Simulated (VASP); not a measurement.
# Cd4Te (Pm-3m) in VASP: notebook

Runs on Cd4Te. Level: PBE. Tasks: single point, relaxation of cell and atoms.

Program: VASP 6.6.1. These are calculated values, not measurements. Logs are shortened: lines on timing, memory, paths and dates and some standing lists are left out, and cuts for length are marked.

## Step 1: The cell of the first run

The structure is cubic, space group Pm-3m (No. 221). Conventional cell: a = 5.818 Å, b = 5.818 Å, c = 5.818 Å, α = 90.00°, β = 90.00°, γ = 90.00°. Within 3.8 Å of Cd (site symmetry 4/mmm) lie 2 Te at 2.91 Å. Cd (site symmetry m-3m) has 12 Cd at 4.11 Å and 8 Te at 5.04 Å within 5.4 Å. Te (site symmetry m-3m) has 6 Cd at 2.91 Å within 3.8 Å.

The cell was built from a structure type or drawn by symmetry, and may not be a known phase.

## Step 2: Single point, PBE

Input file INCAR:

```
SYSTEM = Cd4Te
PREC = Accurate ; ENCUT = 520
EDIFF = 1E-6 ; ISMEAR = 0
SIGMA = 0.1 ; LREAL = .False.
LASPH = .True. ; NELM = 60
ALGO = Fast ; ISIF = 2
LWAVE = .False. ; LCHARG = .True.
GGA = PE ; LELF = .True.
LVHAR = .True. ; NBANDS = 35
```

Input file KPOINTS:

```
Automatic mesh
0
Gamma
  6 6 6
  0 0 0
```

Input file POSCAR:

```
Cd4Te
1.0
    5.8182983527      0.0000000000      0.0000000000
    0.0000000000      5.8182983527      0.0000000000
    0.0000000000      0.0000000000      5.8182983527
Cd Te
4 1
Direct
    0.0000000000      0.5000000000      0.5000000000
    0.5000000000      0.0000000000      0.5000000000
    0.5000000000      0.5000000000      0.0000000000
    0.0000000000      0.0000000000      0.0000000000
    0.5000000000      0.5000000000      0.5000000000
```

Potentials or basis: VASP PAW PBE potentials, release 64 (Cd, Te).

Launch:

```sh
$ cat potpaw_PBE.64/Cd/POTCAR potpaw_PBE.64/Te/POTCAR > POTCAR
$ mpirun -np 1 vasp_std > vasp.out
```

OUTCAR:

```text
SYSTEM = Cd4Te
   PREC = Accurate
   ENCUT = 520
   EDIFF = 1E-6
   ISMEAR = 0
   LREAL = .False.
   LASPH = .True.
   NELM = 60
   ISIF = 2
   GGA = PE

 ion  position               nearest neighbor table
   1  0.000  0.500  0.500-   5 2.91   5 2.91
   2  0.500  0.000  0.500-   5 2.91   5 2.91
   3  0.500  0.500  0.000-   5 2.91   5 2.91
   4  0.000  0.000  0.000-
   5  0.500  0.500  0.500-   1 2.91   2 2.91   3 2.91   3 2.91   2 2.91   1 2.91

  LATTYP: Found a simple cubic cell.
 ALAT       =     5.8182983527

  Lattice vectors:

 A1 = (   5.8182983527,   0.0000000000,   0.0000000000)
 A2 = (   0.0000000000,   5.8182983527,   0.0000000000)
 A3 = (   0.0000000000,   0.0000000000,   5.8182983527)

Analysis of symmetry for initial positions (statically):
=====================================================================
 Subroutine PRICEL returns:
 Original cell was already a primitive cell.

 Routine SETGRP: Setting up the symmetry group for a
 simple cubic supercell.

 Subroutine GETGRP returns: Found 48 space group operations
 (whereof 48 operations were pure point group operations)
 out of a pool of 48 trial point group operations.

The static configuration has the point symmetry O_h .

Analysis of symmetry for dynamics (positions and initial velocities):
=====================================================================
 Subroutine PRICEL returns:
 Original cell was already a primitive cell.

 Routine SETGRP: Setting up the symmetry group for a
 simple cubic supercell.

 Subroutine GETGRP returns: Found 48 space group operations
 (whereof 48 operations were pure point group operations)
 out of a pool of 48 trial point group operations.

The dynamic configuration has the point symmetry O_h .

 Subroutine INISYM returns: Found 48 space group operations
 (whereof 48 operations are pure point group operations),
 and found     1 'primitive' translations

----------------------------------------------------------------------------------------

                                     Primitive cell

  volume of cell :     196.9645

  direct lattice vectors                    reciprocal lattice vectors
     5.818298353  0.000000000  0.000000000     0.171871558  0.000000000  0.000000000
     0.000000000  5.818298353  0.000000000     0.000000000  0.171871558  0.000000000
     0.000000000  0.000000000  5.818298353     0.000000000  0.000000000  0.171871558

  length of vectors
     5.818298353  5.818298353  5.818298353     0.171871558  0.171871558  0.171871558

  position of ions in fractional coordinates (direct lattice)
     0.000000000  0.500000000  0.500000000
     0.500000000  0.000000000  0.500000000
     0.500000000  0.500000000  0.000000000
     0.000000000  0.000000000  0.000000000
     0.500000000  0.500000000  0.500000000

  ion indices of the primitive-cell ions
   primitive index   ion index
                 1           1
                 2           2
                 3           3
                 4           4
                 5           5

----------------------------------------------------------------------------------------

 KPOINTS: Automatic mesh

Automatic generation of k-mesh.
 Grid dimensions read from file:
 generate k-points for:    6    6    6

 Generating k-lattice:

  Cartesian coordinates                     Fractional coordinates (reciprocal lattice)
     0.028645260  0.000000000  0.000000000     0.166666667  0.000000000  0.000000000
     0.000000000  0.028645260  0.000000000     0.000000000  0.166666667  0.000000000
     0.000000000  0.000000000  0.028645260     0.000000000  0.000000000  0.166666667

  Length of vectors
     0.028645260  0.028645260  0.028645260

  Shift w.r.t. Gamma in fractional coordinates (k-lattice)
     0.000000000  0.000000000  0.000000000

 Subroutine IBZKPT returns following result:
 ===========================================

 Found     20 irreducible k-points:

 Following reciprocal coordinates:
            Coordinates               Weight
  0.000000  0.000000  0.000000      1.000000
  0.166667  0.000000  0.000000      6.000000
  0.333333  0.000000  0.000000      6.000000
  0.500000  0.000000  0.000000      3.000000
  0.166667  0.166667  0.000000     12.000000
  0.333333  0.166667  0.000000     24.000000
[... 12 lines left out ...]
  0.500000  0.500000  0.333333      6.000000
  0.500000  0.500000  0.500000      1.000000
   k-points           NKPTS =     20   k-points in BZ     NKDIM =     20   number of bands    NBANDS=     35
   number of dos      NEDOS =    301   number of ions     NIONS =      5
   total plane-waves  NPLWV = 110592
   dimension x,y,z NGX =    48 NGY =   48 NGZ =   48
   dimension x,y,z NGXF=    96 NGYF=   96 NGZF=   96
   ions per type =               4   1
   NGX,Y,Z   is equivalent  to a cutoff of  13.72, 13.72, 13.72 a.u.
   NGXF,Y,Z  is equivalent  to a cutoff of  27.43, 27.43, 27.43 a.u.
 SYSTEM =  Cd4Te
   PREC   = accura    normal or accurate (medium, high low for compatibility)
   ISTART =      0    job   : 0-new  1-cont  2-samecut
   ICHARG =      2    charge: 1-file 2-atom 10-const
   ISPIN  =      1    spin polarized calculation?
   LNONCOLLINEAR =      F non collinear calculations
   LSORBIT =      F    spin-orbit coupling
   LASPH  =      T    aspherical Exc in radial PAW
   ENCUT  =  520.0 eV  38.22 Ry    6.18 a.u.  10.82 10.82 10.82*2*pi/ulx,y,z
   NELM   =     60;   NELMIN=  2; NELMDL= -5     # of ELM steps
   EDIFF  = 0.1E-05   stopping-criterion for ELM
   LREAL  =      F    real-space projection
[... 7 lines left out ...]
   TEBEG  =    0.0;   TEEND  =   0.0 temperature during run
   PSTRESS=    0.0 pullay stress
   NELECT =      54.0000    total number of electrons
   NUPDOWN=      -1.0000    fix difference up-down
   EMIN   =  10.00;   EMAX   =-10.00  energy-range for DOS
   EFERMI =   0.00;   METHOD = LEGACY
   ISMEAR =     0;   SIGMA  =   0.10  broadening in eV -4-tet -1-fermi 0-gaus
   EFERMI_NEDOS =   21; number of points for ismear=-14 and -15
   IALGO  =     68    algorithm
   IMIX   =      4    mixing-type and parameters
     AMIX     =   0.40;   BMIX     =  1.00
     AMIX_MAG =   1.60;   BMIX_MAG =  1.00
  volume/ion in A,a.u.               =      39.39       265.84
  Fermi-wavevector in a.u.,A,eV,Ry     =   1.063515  2.009751 15.389049  1.131063
  Thomas-Fermi vector in A             =   2.199002
   LORBIT       =      0    0 simple, 1 ext, 2 COOP (PROOUT), +10 PAW based schemes
   GGA     = PE    functional components
   LHFCALC =     F    Hartree Fock is set to
   AEXX    =    0.0000 exact exchange contribution
   IVDW    =     0    specifies the selected vdW correction
   LEPSILON=     F    determine dielectric tensor
   LRPA    =     F    only Hartree local field effects (RPA)
 non-spin polarized calculation
 RMM-DIIS sequential band-by-band and
 Gauss-broadening in eV      SIGMA  =   0.10
  energy-cutoff  :      520.00
  volume of cell :      196.96
 maximum number of plane-waves:      5400
 NGX is ok and might be reduce to    48
   NGX = 21   NGY = 21   NGZ = 21

 number of electron      53.9999974 magnetization

 Free energy of the ion-electron system (eV)
  ---------------------------------------------------
  ext. energy  EPLUGINS =         0.00000000
  ---------------------------------------------------
  free energy    TOTEN  =        -4.29245479 eV

  energy without entropy =       -4.26390437  energy(sigma->0) =       -4.27817958

 E-fermi :   1.3094     XC(G=0):  -8.0737

 val. band max:        1.2569249208   @ k =   0.5000   0.3333   0.1667
 cond. band min:       1.3347295962   @ k =   0.3333   0.3333   0.0000
 fundamental gap:      0.0778046753
 Fermi energy:         1.3093952872

 k-point     1 :       0.0000    0.0000    0.0000
  band No.  band energies     occupation
      1     -11.5878      2.00000
      2      -7.8086      2.00000
      3      -7.8086      2.00000
      4      -7.8086      2.00000
      5      -7.7725      2.00000
      6      -7.7725      2.00000
[... 27 lines left out ...]
     34       4.8086      0.00000
     35       6.4863      0.00000

 k-point     2 :       0.1667    0.0000    0.0000
  band No.  band energies     occupation
      1     -11.5481      2.00000
      2      -7.8195      2.00000
      3      -7.8065      2.00000
      4      -7.7979      2.00000
      5      -7.7979      2.00000
      6      -7.7718      2.00000
[... 27 lines left out ...]
     34       4.4876      0.00000
     35       6.5503      0.00000

 k-point     3 :       0.3333    0.0000    0.0000
  band No.  band energies     occupation
      1     -11.4636      2.00000
      2      -7.9426      2.00000
      3      -7.8023      2.00000
      4      -7.7706      2.00000
      5      -7.7666      2.00000
      6      -7.7666      2.00000
[... 27 lines left out ...]
     34       4.3399      0.00000
     35       6.1444      0.00000

 k-point     4 :       0.5000    0.0000    0.0000
  band No.  band energies     occupation
      1     -11.4183      2.00000
      2      -8.0179      2.00000
      3      -7.8001      2.00000
      4      -7.7699      2.00000
      5      -7.7258      2.00000
      6      -7.7258      2.00000
[... 27 lines left out ...]
     34       4.5442      0.00000
     35       5.3557      0.00000

 k-point     5 :       0.1667    0.1667    0.0000
  band No.  band energies     occupation
      1     -11.5076      2.00000
      2      -7.8392      2.00000
      3      -7.8135      2.00000
      4      -7.8028      2.00000
      5      -7.7898      2.00000
      6      -7.7758      2.00000
[... 486 lines left out ...]
 k-point    18 :       0.5000    0.3333    0.3333
  band No.  band energies     occupation
      1     -11.1300      2.00000
      2      -8.0746      2.00000
      3      -8.0193      2.00000
      4      -7.9323      2.00000
      5      -7.7186      2.00000
      6      -7.7102      2.00000
[... 27 lines left out ...]
     34       5.9422      0.00000
     35       6.1611      0.00000

 k-point    19 :       0.5000    0.5000    0.3333
  band No.  band energies     occupation
      1     -11.0735      2.00000
      2      -8.0838      2.00000
      3      -8.0838      2.00000
      4      -7.9812      2.00000
      5      -7.7108      2.00000
      6      -7.7108      2.00000
[... 27 lines left out ...]
     34       6.1720      0.00000
     35       6.1871      0.00000

 k-point    20 :       0.5000    0.5000    0.5000
  band No.  band energies     occupation
      1     -11.0145      2.00000
      2      -8.0932      2.00000
      3      -8.0932      2.00000
      4      -8.0932      2.00000
      5      -7.7115      2.00000
      6      -7.7115      2.00000
[... 27 lines left out ...]
     34       4.9751      0.00000
     35       6.8219      0.00000

------------------------ aborting loop because EDIFF is reached ----------------------------------------

  FORCE on cell =-STRESS in cart. coord.  units (eV):
  Direction    XX          YY          ZZ          XY          YZ          ZX
  --------------------------------------------------------------------------------------
  -------------------------------------------------------------------------------------
  Total        0.0698720      0.0698720      0.0698720     -0.0000000     -0.0000000     -0.0000000
  in kB        0.5683628      0.5683628      0.5683628     -0.0000000     -0.0000000     -0.0000000
  external PRESSURE =       0.5683628 kB  Pullay stress =       0.0000000 kB

 VOLUME and BASIS-vectors are now :
 -----------------------------------------------------------------------------
  energy-cutoff  :      520.00
  volume of cell :      196.96
      direct lattice vectors                 reciprocal lattice vectors
     5.818298353  0.000000000  0.000000000     0.171871558  0.000000000  0.000000000
     0.000000000  5.818298353  0.000000000     0.000000000  0.171871558  0.000000000
     0.000000000  0.000000000  5.818298353     0.000000000  0.000000000  0.171871558

 POSITION                                       TOTAL-FORCE (eV/Angst)
 -----------------------------------------------------------------------------------
      0.00000      2.90915      2.90915         0.000000      0.000000      0.000000
      2.90915      0.00000      2.90915         0.000000      0.000000      0.000000
      2.90915      2.90915      0.00000         0.000000      0.000000      0.000000
      0.00000      0.00000      0.00000         0.000000      0.000000      0.000000
      2.90915      2.90915      2.90915         0.000000      0.000000      0.000000
 -----------------------------------------------------------------------------------
    total drift:                                0.000000      0.000000     -0.000000

  FREE ENERGIE OF THE ION-ELECTRON SYSTEM (eV)
  ---------------------------------------------------
  free  energy   TOTEN  =        -4.2924547883 eV

  energy  without entropy=       -4.2639043747  energy(sigma->0) =       -4.27817958
```

It took 84 s on 1 thread of AMD EPYC 9R45 (Zen 5), shared host; peak memory 0.36 GiB.

What came out:

```yaml
Free_energy: -4.2925 eV
Pressure: 0.1 GPa
Band_gap_on_the_k_mesh: zero (bands 27 and 28 overlap by 1.70 eV)
```

Caveat: spin-orbit coupling is left out, which moves the levels of the heavy elements.

## Step 3: Relaxation of cell and atoms, PBE

This run uses another cell than the first one, of 30.82 Å³/atom.

Input file INCAR:

```
PREC = Accurate
ENCUT = 600
EDIFF = 1E-6
ISMEAR = 0
SIGMA = 0.1
LREAL = False
LASPH = True
NELM = 80
ALGO = Normal
ISIF = 3
LWAVE = False
LCHARG = False
GGA = PE
IBRION = 2
NSW = 90
EDIFFG = -0.04
```

Input file KPOINTS:

```
regular mesh
0
Gamma
  4 4 4
```

Edit POSCAR of step 2 so:

```diff
@@ -2,5 +2,5 @@
 1.0
-    5.8182983527      0.0000000000      0.0000000000
-    0.0000000000      5.8182983527      0.0000000000
-    0.0000000000      0.0000000000      5.8182983527
+    5.3612954500      0.0000000000      0.0000000000
+    0.0000000000      5.3612954500      0.0000000000
+    0.0000000000      0.0000000000      5.3612954500
 Cd Te
```

Potentials or basis: VASP PAW PBE potentials, release 64 (Cd, Te).

Launch:

```sh
$ cat potpaw_PBE.64/Cd/POTCAR potpaw_PBE.64/Te/POTCAR > POTCAR
$ mpirun -np 1 vasp_std > vasp.out
```

It took 4.2 min on 1 thread of AMD EPYC 9R45 (Zen 5), shared host; peak memory 0.33 GiB.

The run converged. Its results:

| Quantity | Value |
| --- | --- |
| Free energy | -4.1066 eV |
| Relaxed volume | 44.66 Å³/atom |
| Relaxed cell | a = 6.067 Å, b = 6.067 Å, c = 6.067 Å, α = 90.00°, β = 90.00°, γ = 90.00° |
| Space group after relaxing (to 0.1 Å) | Pm-3m (No. 221) |
| Energy gained by relaxing | 204.9 meV/atom |
| Ionic steps | 7 |
| Pressure after relaxing | 0.1 GPa |
| Band gap on the k mesh | zero (bands 27 and 28 overlap by 1.48 eV) |

The path:
```csv
step,energy change (eV),largest force (eV/Å),pressure (GPa),volume (Å³)
1,0.0000,0.0000,7.06,154.10
2,-0.7657,0.0000,1.85,186.44
3,-0.9274,0.0000,1.43,202.85
4,-1.0078,0.0000,-0.41,238.50
5,-1.0246,0.0000,-0.41,229.15
6,-1.0084,0.0000,0.58,215.73
7,-1.0246,0.0000,0.12,223.32
```

Final structure:
```
Cd Te
1.0
     6.06699    0.00000    0.00000
     0.00000    6.06699    0.00000
     0.00000    0.00000    6.06699
Cd Te
4 1
Direct
  0.00000 0.50000 0.50000
  0.50000 0.00000 0.50000
  0.50000 0.50000 0.00000
  0.00000 0.00000 0.00000
  0.50000 0.50000 0.50000
```

Levels at points of the mesh, in eV from the Fermi level:
| k point | band 25 | band 26 | band 27 | band 28 | band 29 | band 30 |
| --- | --- | --- | --- | --- | --- | --- |
| (0.00, 0.00, 0.00) | -3.08 | -1.57 | -1.57 | -0.39 | 1.84 | 1.84 |
| (0.50, 0.00, 0.00) | -2.29 | -1.95 | -1.47 | 1.56 | 1.56 | 1.87 |
| (0.50, 0.50, 0.00) | -2.47 | -1.73 | 1.09 | 1.09 | 1.69 | 2.36 |
| (0.50, 0.50, 0.50) | -2.06 | -0.15 | -0.15 | -0.15 | 1.87 | 1.87 |

Caveat: the volume moved by over 15 % at a fixed basis, so the end points are rough; spin-orbit coupling is left out, which moves the levels of the heavy elements.

## Step 4: Relaxation of cell and atoms, PBE

Input file INCAR:

```
SYSTEM = Cd4Te
PREC = Accurate ; ENCUT = 600
EDIFF = 1E-6 ; ISMEAR = 0
SIGMA = 0.1 ; LREAL = .FALSE.
LASPH = .TRUE. ; NELM = 60
ALGO = Fast ; ISIF = 3
LWAVE = .FALSE. ; LCHARG = .FALSE.
GGA = PE ; IBRION = 2
NSW = 100 ; EDIFFG = -0.01
```

Input file KPOINTS:

```
regular mesh
0
G
  6 6 6
  0 0 0
```

Edit POSCAR of step 3 so:

```diff
@@ -2,5 +2,5 @@
 1.0
-    5.3612954500      0.0000000000      0.0000000000
-    0.0000000000      5.3612954500      0.0000000000
-    0.0000000000      0.0000000000      5.3612954500
+    5.8182983527      0.0000000000      0.0000000000
+    0.0000000000      5.8182983527      0.0000000000
+    0.0000000000      0.0000000000      5.8182983527
 Cd Te
```

Launch:

```sh
$ cat potpaw_PBE.64/Cd/POTCAR potpaw_PBE.64/Te/POTCAR > POTCAR
$ mpirun -np 1 vasp_std > vasp.out
```

Run time: 76 s. Hardware: 1 thread of AMD EPYC 9R45 (Zen 5), shared host; peak memory 0.37 GiB.

It converged, with:

```yaml
Free_energy: -4.2912 eV
Pressure_after_relaxing: 0.0 GPa
Band_gap_on_the_k_mesh: zero (bands 27 and 28 overlap by 1.70 eV)
```

Final structure:
```xyz
5
Lattice="5.8183 0.0000 0.0000 0.0000 5.8183 0.0000 0.0000 0.0000 5.8183" Properties=species:S:1:pos:R:3 pbc="T T T"
Cd    0.0000    2.9091    2.9091
Cd    2.9091    0.0000    2.9091
Cd    2.9091    2.9091    0.0000
Cd    0.0000    0.0000    0.0000
Te    2.9091    2.9091    2.9091
```

Levels at points of the mesh, in eV from the Fermi level:
| k point | band 23 | band 24 | band 25 | band 26 | band 27 | band 28 | band 29 | band 30 | band 31 | band 32 |
| --- | --- | --- | --- | --- | --- | --- | --- | --- | --- | --- |
| (0.00, 0.00, 0.00) | -4.20 | -4.20 | -4.01 | -2.05 | -2.05 | -0.28 | 1.44 | 1.44 | 1.44 | 3.50 |
| (0.50, 0.00, 0.00) | -3.99 | -3.99 | -2.83 | -2.25 | -1.93 | 1.05 | 1.05 | 1.79 | 2.15 | 3.11 |
| (0.50, 0.50, 0.00) | -5.10 | -3.80 | -2.91 | -2.18 | 0.66 | 0.66 | 1.34 | 1.91 | 1.91 | 2.25 |
| (0.50, 0.50, 0.50) | -4.82 | -4.82 | -2.28 | -0.89 | -0.89 | -0.89 | 1.77 | 1.77 | 1.77 | 3.48 |

Caveat: the relaxation stopped at its first step, so nothing moved; spin-orbit coupling is left out, which moves the levels of the heavy elements.

## Step 5: Overview

```tsv
task	cell	k mesh	cutoff (eV)	gap on the mesh (eV)	pressure (GPa)
single point	a = 5.818 Å, 5 atoms	6 × 6 × 6	520	none	0.1
relaxation of cell and atoms	relaxed from a = 5.361 Å, 5 atoms	4 × 4 × 4	600	none	0.1
relaxation of cell and atoms	relaxed from a = 5.818 Å, 5 atoms	6 × 6 × 6	600	none	0.0
```

Alike in all rows: level PBE; potentials or basis VASP PAW PBE potentials, release 64 (Cd, Te); no spin polarisation; smearing gaussian 0.1 eV.

Caveats: spin-orbit coupling is left out, which moves the levels of the heavy elements; the volume moved by over 15 % at a fixed basis, so the end points are rough (at least some runs); the relaxation stopped at its first step, so nothing moved (at least some runs).

Absolute energies hang on the potentials; compare differences alone.
